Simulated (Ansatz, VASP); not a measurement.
**One calculation of Be2C, two programs**

```
Be C
1.0
     0.00000    2.10565    2.10565
     2.10565    0.00000    2.10565
     2.10565    2.10565    0.00000
Be C
2 1
Direct
  0.25000 0.25000 0.25000
  0.75000 0.75000 0.75000
  0.00000 0.00000 0.00000
```

Alike in both runs: task single point; functional PBE; dispersion D3(BJ); k mesh 8 × 8 × 8; no spin polarisation.

```csv
,VASP,Ansatz
version,VASP 6.6.1,Ansatz 0.2.0
potentials or method,"VASP PAW PBE potentials, release 64 (Be, C), cutoff 600 eV","plane waves, PAW"
occupations,"gaussian, width 0.01 eV",fixed
valence electrons in the cell,8,8
```

```csv
,VASP,Ansatz,Ansatz less VASP
pressure (GPa),10.6,10.3,-0.32
```
